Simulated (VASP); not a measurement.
A run of VASP 6.6.1 is set up as follows.

The input INCAR:

```
SYSTEM = BaTiO3
  PREC = Accurate
  ENCUT = 520
  EDIFF = 1E-7
  ISMEAR = 0
  SIGMA = 0.01
  LREAL = .FALSE.
  LASPH = .TRUE.
  NELM = 80
  ALGO = Normal
  ISIF = 2
  LWAVE = .FALSE.
  LCHARG = .FALSE.
  GGA = PE
  NBANDS = 28
```

KPOINTS

```
regular mesh
0
G
  4 4 4
  0 0 0
```

Contents of POSCAR:

```
BaTiO3
1.0
    4.0060000000      0.0000000000      0.0000000000
    0.0000000000      4.0060000000      0.0000000000
    0.0000000000      0.0000000000      4.0060000000
Ba Ti O
1 1 3
Direct
    0.5000000000      0.5000000000      0.5000000000
    0.0000000000      0.0000000000      0.0000000000
    0.5000000000      0.0000000000      0.0000000000
    0.0000000000      0.5000000000      0.0000000000
    0.0000000000      0.0000000000      0.5000000000
```

Potentials or basis: VASP PAW PBE potentials, release 64 (Ba_sv, Ti_sv, O).

Command:

```sh
$ cat potpaw_PBE.64/Ba_sv/POTCAR potpaw_PBE.64/Ti_sv/POTCAR potpaw_PBE.64/O/POTCAR > POTCAR
$ mpirun -np 1 vasp_std > vasp.out
```

**Question.** What does it give for the band gap on the k mesh?

**Answer.** 1.72 eV, indirect (least direct gap 1.87 eV).

**Question.** Estimate the pressure.

**Answer.** 3.5 GPa.

Caveat: spin-orbit coupling is left out, which moves the levels of the heavy elements. A k mesh can miss the band edges.
